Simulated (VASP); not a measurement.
# C (P6_222) in VASP: further runs

Runs on C. Level: PBE. Tasks: single point, relaxation of cell and atoms.

All numbers are computed with VASP 6.6.1; they aren't measurements. Logs are shortened: lines on timing, memory, paths and dates and some standing lists are left out, and cuts for length are marked.

### Step 1. The cell of the first run

The structure is hexagonal, space group P6_222 (No. 180). The conventional cell has a = 3.941 Å, b = 3.941 Å, c = 3.787 Å, α = 90.00°, β = 90.00°, γ = 120.00°. Within 1.9 Å of C (site symmetry 2) lie 3 C at 1.39 to 1.48 Å.

### Step 2. Single point, PBE

Input file INCAR:

```
SYSTEM = C
PREC = Accurate
ENCUT = 520
EDIFF = 1E-6
ISMEAR = 0
SIGMA = 0.1
LREAL = .FALSE.
LASPH = .TRUE.
NELM = 100
ALGO = Normal
ISIF = 2
LWAVE = .FALSE.
LCHARG = .TRUE.
GGA = PE
LELF = .TRUE.
LVHAR = .TRUE.
NBANDS = 21
```

Input file KPOINTS:

```
Automatic mesh
0
G
  12 12 10
  0 0 0
```

Input file POSCAR:

```
C
1.0
    3.9407065704      0.0000000000      0.0000000000
   -1.9703532852      3.4127519988      0.0000000000
    0.0000000000      0.0000000000      3.7874004482
C
6
Direct
    0.7961989625      0.3980994812      0.1666666667
    0.6019005188      0.3980994812      0.8333333333
    0.6019005188      0.2038010375      0.5000000000
    0.2038010375      0.6019005188      0.1666666667
    0.3980994812      0.6019005188      0.8333333333
    0.3980994812      0.7961989625      0.5000000000
```

Potentials or basis: VASP PAW PBE potentials, release 64 (C).

Command:

```bash
> cat potpaw_PBE.64/C/POTCAR > POTCAR
> mpirun -np 1 vasp_std > vasp.out
```

OUTCAR:

```text
SYSTEM = C
   PREC = Accurate
   ENCUT = 520
   EDIFF = 1E-6
   ISMEAR = 0
   LREAL = .FALSE.
   LASPH = .TRUE.
   NELM = 100
   ISIF = 2
   GGA = PE

 ion  position               nearest neighbor table
   1  0.796  0.398  0.167-   4 1.39   3 1.48   2 1.48
   2  0.602  0.398  0.833-   5 1.39   3 1.48   1 1.48
   3  0.602  0.204  0.500-   6 1.39   2 1.48   1 1.48
   4  0.204  0.602  0.167-   1 1.39   6 1.48   5 1.48
   5  0.398  0.602  0.833-   2 1.39   6 1.48   4 1.48
   6  0.398  0.796  0.500-   3 1.39   4 1.48   5 1.48

  LATTYP: Found a hexagonal cell.
 ALAT       =     3.9407065704
 C/A-ratio  =     0.9610967933

  Lattice vectors:

 A1 = (   3.9407065704,   0.0000000000,   0.0000000000)
 A2 = (  -1.9703532852,   3.4127519988,   0.0000000000)
 A3 = (   0.0000000000,   0.0000000000,   3.7874004482)

Analysis of symmetry for initial positions (statically):
=====================================================================
 Subroutine PRICEL returns:
 Original cell was already a primitive cell.

 Routine SETGRP: Setting up the symmetry group for a
 hexagonal supercell.

 Subroutine GETGRP returns: Found 12 space group operations
 (whereof  4 operations were pure point group operations)
 out of a pool of 24 trial point group operations.

The static configuration has the point symmetry D_2 .
 The point group associated with its full space group is D_6 .

Analysis of symmetry for dynamics (positions and initial velocities):
=====================================================================
 Subroutine PRICEL returns:
 Original cell was already a primitive cell.

 Routine SETGRP: Setting up the symmetry group for a
 hexagonal supercell.

 Subroutine GETGRP returns: Found 12 space group operations
 (whereof  4 operations were pure point group operations)
 out of a pool of 24 trial point group operations.

The dynamic configuration has the point symmetry D_2 .
 The point group associated with its full space group is D_6 .

 Subroutine INISYM returns: Found 12 space group operations
 (whereof  4 operations are pure point group operations),
 and found     1 'primitive' translations

----------------------------------------------------------------------------------------

                                     Primitive cell

  volume of cell :      50.9354

  direct lattice vectors                    reciprocal lattice vectors
[... 92 lines left out ...]
   LASPH  =      T    aspherical Exc in radial PAW
   ENCUT  =  520.0 eV  38.22 Ry    6.18 a.u.   7.33  7.33  7.04*2*pi/ulx,y,z
   NELM   =    100;   NELMIN=  2; NELMDL= -5     # of ELM steps
   EDIFF  = 0.1E-05   stopping-criterion for ELM
   LREAL  =      F    real-space projection
   EDIFFG = 0.1E-04   stopping-criterion for IOM
   NSW    =      0    number of steps for IOM
   IBRION =     -1    ionic relax: 0-MD 1-quasi-New 2-CG
   NFREE  =      0    steps in history (QN), initial steepest desc. (CG)
   ISIF   =      2    stress and relaxation
   ISYM   =      2    0-nonsym 1-usesym 2-fastsym
   POTIM  = 0.5000    time-step for ionic-motion
   TEBEG  =    0.0;   TEEND  =   0.0 temperature during run
   PSTRESS=    0.0 pullay stress
   NELECT =      24.0000    total number of electrons
   NUPDOWN=      -1.0000    fix difference up-down
   EMIN   =  10.00;   EMAX   =-10.00  energy-range for DOS
   EFERMI =   0.00;   METHOD = LEGACY
   ISMEAR =     0;   SIGMA  =   0.10  broadening in eV -4-tet -1-fermi 0-gaus
   EFERMI_NEDOS =   21; number of points for ismear=-14 and -15
   IALGO  =     38    algorithm
   IMIX   =      4    mixing-type and parameters
     AMIX     =   0.40;   BMIX     =  1.00
     AMIX_MAG =   1.60;   BMIX_MAG =  1.00
  volume/ion in A,a.u.               =       8.49        57.29
  Fermi-wavevector in a.u.,A,eV,Ry     =   1.273909  2.407340 22.080151  1.622845
  Thomas-Fermi vector in A             =   2.406707
   LORBIT       =      0    0 simple, 1 ext, 2 COOP (PROOUT), +10 PAW based schemes
   GGA     = PE    functional components
   LHFCALC =     F    Hartree Fock is set to
   AEXX    =    0.0000 exact exchange contribution
   IVDW    =     0    specifies the selected vdW correction
   LEPSILON=     F    determine dielectric tensor
   LRPA    =     F    only Hartree local field effects (RPA)
 non-spin polarized calculation
 Gauss-broadening in eV      SIGMA  =   0.10
  energy-cutoff  :      520.00
  volume of cell :       50.94
 maximum number of plane-waves:      1394
 NGX is ok and might be reduce to    30
   NGX = 15   NGY = 15   NGZ = 15

 number of electron      24.0000002 magnetization

 Free energy of the ion-electron system (eV)
  ---------------------------------------------------
  ext. energy  EPLUGINS =         0.00000000
  ---------------------------------------------------
  free energy    TOTEN  =       -50.77598088 eV

  energy without entropy =      -50.77498497  energy(sigma->0) =      -50.77548292

 E-fermi :   5.4147     XC(G=0): -10.6683

 val. band max:        5.3833990047   @ k =   0.3333   0.2500   0.5000
 cond. band min:       5.4526655190   @ k =   0.0833   0.0000   0.3000
 fundamental gap:      0.0692665143
 Fermi energy:         5.4147496588

 k-point     1 :       0.0000    0.0000    0.0000
  band No.  band energies     occupation
      1     -14.4076      2.00000
      2      -8.5062      2.00000
      3      -8.5062      2.00000
      4      -8.0253      2.00000
      5      -3.9832      2.00000
      6      -3.9832      2.00000
[... 565 lines left out ...]
     20      16.6193      0.00000
     21      18.1005      0.00000

 [... further k-points ...]
[... 5 lines left out ...]
  --------------------------------------------------------------------------------------
  -------------------------------------------------------------------------------------
  Total        0.1143331      0.1143331      0.1503644      0.0000000      0.0000000      0.0000000
  in kB        3.5963536      3.5963536      4.7297220      0.0000000      0.0000000      0.0000000
  external PRESSURE =       3.9741431 kB  Pullay stress =       0.0000000 kB

 VOLUME and BASIS-vectors are now :
 -----------------------------------------------------------------------------
  energy-cutoff  :      520.00
  volume of cell :       50.94
      direct lattice vectors                 reciprocal lattice vectors
     3.940706570  0.000000000  0.000000000     0.253761599  0.146509327  0.000000000
    -1.970353285  3.412751999  0.000000000     0.000000000  0.293018655  0.000000000
     0.000000000  0.000000000  3.787400448     0.000000000  0.000000000  0.264033343

 POSITION                                       TOTAL-FORCE (eV/Angst)
 -----------------------------------------------------------------------------------
      2.35319      1.35861      0.63123        -0.013027     -0.007521      0.000000
      1.58752      1.35861      3.15617         0.013027     -0.007521     -0.000000
      1.97035      0.69552      1.89370         0.000000      0.015043     -0.000000
     -0.38284      2.05414      0.63123         0.013027      0.007521     -0.000000
      0.38284      2.05414      3.15617        -0.013027      0.007521      0.000000
     -0.00000      2.71723      1.89370         0.000000     -0.015043     -0.000000
 -----------------------------------------------------------------------------------
    total drift:                               -0.000000      0.000000     -0.000000

  FREE ENERGIE OF THE ION-ELECTRON SYSTEM (eV)
  ---------------------------------------------------
  free  energy   TOTEN  =       -50.7759808830 eV

  energy  without entropy=      -50.7749849664  energy(sigma->0) =      -50.77548292
```

It took 97 s on 1 thread of AMD EPYC 7R43 (Zen 3), shared host; peak memory 0.17 GiB.

What came out:

| Property | Result |
| --- | --- |
| Free energy | -50.7760 eV |
| Pressure | 0.4 GPa |
| Largest force | 0.015 eV/Å |
| Band gap on the k mesh | zero (band 12 reaches 5.60 eV, above the bottom of band 13 at 4.88 eV) |

Forces on the atoms (eV/Å):
```
C   -0.013 -0.008  0.000
C    0.013 -0.008  0.000
C    0.000  0.015  0.000
C    0.013  0.008  0.000
C   -0.013  0.008  0.000
C    0.000 -0.015  0.000
```

### Step 3. Relaxation of cell and atoms, PBE

Input file INCAR:

```
ALGO = Normal
EDIFF = 1E-7
EDIFFG = -0.01
ENCUT = 600
GGA = PE
IBRION = 2
ISIF = 3
ISMEAR = 0
LASPH = T
LCHARG = F
LREAL = F
LWAVE = F
NELM = 100
NSW = 100
PREC = Accurate
SIGMA = 0.1
```

Input file KPOINTS:

```
k-points
0
Gamma
  12 12 10
```

Input file POSCAR:

```
C
1.0
    3.9395020636      0.0000000000      0.0000000000
   -1.9697510318      3.4117088654      0.0000000000
    0.0000000000      0.0000000000      3.7886859471
C
6
Direct
    0.7961181966      0.3980590983      0.1666666667
    0.6019409017      0.3980590983      0.8333333333
    0.6019409017      0.2038818034      0.5000000000
    0.2038818034      0.6019409017      0.1666666667
    0.3980590983      0.6019409017      0.8333333333
    0.3980590983      0.7961181966      0.5000000000
```

Potentials or basis: VASP PAW PBE potentials, release 64 (C).

Command:

```bash
> cat potpaw_PBE.64/C/POTCAR > POTCAR
> mpirun -np 1 vasp_std > vasp.out
```

It took 3.2 min on 1 thread of AMD EPYC 7R43 (Zen 3), shared host; peak memory 0.18 GiB.

Results (log left out):

```yaml
Free_energy: -50.7885 eV
Relaxed_volume: 8.49 Å³/atom
Relaxed_cell: a = 3.940 Å, b = 3.940 Å, c = 3.788 Å, α = 90.00°, β = 90.00°, γ = 120.00°
Space_group_after_relaxing_to_0.05_Å: P6_222 (No. 180)
Energy_gained_by_relaxing: 0.0 meV/atom
Ionic_steps: 3
Pressure_after_relaxing: 0.0 GPa
Largest_force_after_relaxing: 0.005 eV/Å
Band_gap_on_the_k_mesh: zero (band 12 reaches 5.60 eV, above the bottom of band 13 at 4.89 eV)
```

Forces in eV/Å, atoms in the order of the input:
```
C    0.004  0.002  0.000
C   -0.004  0.002  0.000
C    0.000 -0.005  0.000
C   -0.004 -0.002  0.000
C    0.004 -0.002  0.000
C    0.000  0.005  0.000
```

Final structure:
```yaml
crystal:
  lattice:
    - [3.93970, 0.00000, 0.00000]
    - [-1.96985, 3.41188, 0.00000]
    - [0.00000, 0.00000, 3.78780]
  atoms:
    - { symbol: C, position: [0.79609, 0.39805, 0.16667] }
    - { symbol: C, position: [0.60195, 0.39805, 0.83333] }
    - { symbol: C, position: [0.60195, 0.20391, 0.50000] }
    - { symbol: C, position: [0.20391, 0.60195, 0.16667] }
    - { symbol: C, position: [0.39805, 0.60195, 0.83333] }
    - { symbol: C, position: [0.39805, 0.79609, 0.50000] }
```

Levels at points of the mesh, in eV from the Fermi level:
```csv
k point,band 10,band 11,band 12,band 13,band 14,band 15
"(0.00, 0.00, 0.00)",-4.15,-4.15,0.18,0.18,0.49,1.01
"(0.50, 0.00, 0.00)",-4.89,-3.67,-1.46,1.06,2.54,2.83
"(0.00, 0.00, 0.50)",-2.16,-2.16,-1.19,0.17,3.52,3.52
"(0.50, 0.00, 0.50)",-2.76,-2.05,-0.94,1.54,2.30,3.93
```

### Step 4. Single point, PBE

This run uses another cell than the first one, of 9.15 Å³/atom, 1.078 times its volume.

Input file INCAR:

```
PREC     = Accurate       # precision mode
ENCUT    = 520            # plane-wave cutoff, eV
EDIFF    = 1E-7           # SCF threshold, eV
ISMEAR   = 0              # smearing method
SIGMA    = 0.1            # smearing width, eV
LREAL    = False          # projectors in reciprocal space
LASPH    = True           # aspherical terms in the spheres
NELM     = 100            # most SCF steps
ALGO     = Normal         # electronic algorithm
ISIF     = 2              # what is computed and relaxed
LWAVE    = False          # write WAVECAR
LCHARG   = False          # write CHGCAR
GGA      = PE             # functional
NBANDS   = 21             # bands
```

Input file KPOINTS:

```
Automatic mesh
0
Gamma
  6 6 6
```

Input file POSCAR:

```
C
1.0
    4.2123476800      0.0000000000      0.0000000000
   -2.1061738400      3.6480001000      0.0000000000
    0.0000000000      0.0000000000      3.5742953100
C
6
Direct
    0.8000000000      0.4000000000      0.1666666700
    0.6000000000      0.4000000000      0.8333333300
    0.6000000000      0.2000000000      0.5000000000
    0.2000000000      0.6000000000      0.1666666700
    0.4000000000      0.6000000000      0.8333333300
    0.4000000000      0.8000000000      0.5000000000
```

Command:

```bash
> cat potpaw_PBE.64/C/POTCAR > POTCAR
> mpirun -np 1 vasp_std > vasp.out
```

Wall time 38 s (1 thread of AMD EPYC 7R43 (Zen 3), shared host); peak memory 0.14 GiB.

Results (log left out):

```yaml
Free_energy: -50.0182 eV
Pressure: -6.3 GPa
Largest_force: 0.530 eV/Å
Band_gap_on_the_k_mesh: zero (band 12 reaches 5.02 eV, above the bottom of band 13 at 4.90 eV)
```

Forces on the atoms (eV/Å):
```
C    0.459  0.265  0.000
C   -0.459  0.265  0.000
C    0.000 -0.530  0.000
C   -0.459 -0.265  0.000
C    0.459 -0.265  0.000
C    0.000  0.530  0.000
```

Stress tensor (GPa, compression positive):
```
-21.97   0.00   0.00
  0.00 -21.97   0.00
  0.00   0.00  25.00
```

Levels at points of the mesh, in eV from the Fermi level:
```
           k point  band 8  band 9  band 10  band 11  band 12  band 13  band 14  band 15  band 16  band 17
(0.00, 0.00, 0.00)   -8.23   -5.62    -4.29    -4.29     0.18     0.18     0.47     1.31     4.98     8.88
(0.50, 0.00, 0.00)   -6.81   -6.41    -4.68    -3.36    -1.82     0.40     2.07     2.20     6.78     9.47
(0.00, 0.00, 0.50)   -8.06   -6.98    -2.34    -2.34    -0.47     0.88     2.73     2.73     5.04     8.06
(0.50, 0.00, 0.50)   -7.61   -6.14    -1.85    -1.30    -1.01     0.52     1.23     3.40     6.13     8.90
```

### Step 5. Summary

```csv
task,cell,k mesh,cutoff (eV),gap on the mesh (eV),pressure (GPa),largest force (eV/Å)
single point,"a = 3.941, b = 3.941, c = 3.787 Å, angles 90.0, 90.0, 120.0°, 6 atoms",12 × 12 × 10,520,none,0.4,0.02
relaxation of cell and atoms,"relaxed from a = 3.940, b = 3.940, c = 3.789 Å, angles 90.0, 90.0, 120.0°, 6 atoms",12 × 12 × 10,600,none,0.0,-
single point,"a = 4.212, b = 4.212, c = 3.574 Å, angles 90.0, 90.0, 120.0°, 6 atoms",6 × 6 × 6,520,none,-6.3,0.53
```

Alike in all rows: level PBE; potentials or basis VASP PAW PBE potentials, release 64 (C); no spin polarisation; smearing gaussian 0.1 eV.

Absolute energies hang on the potentials; compare differences alone.
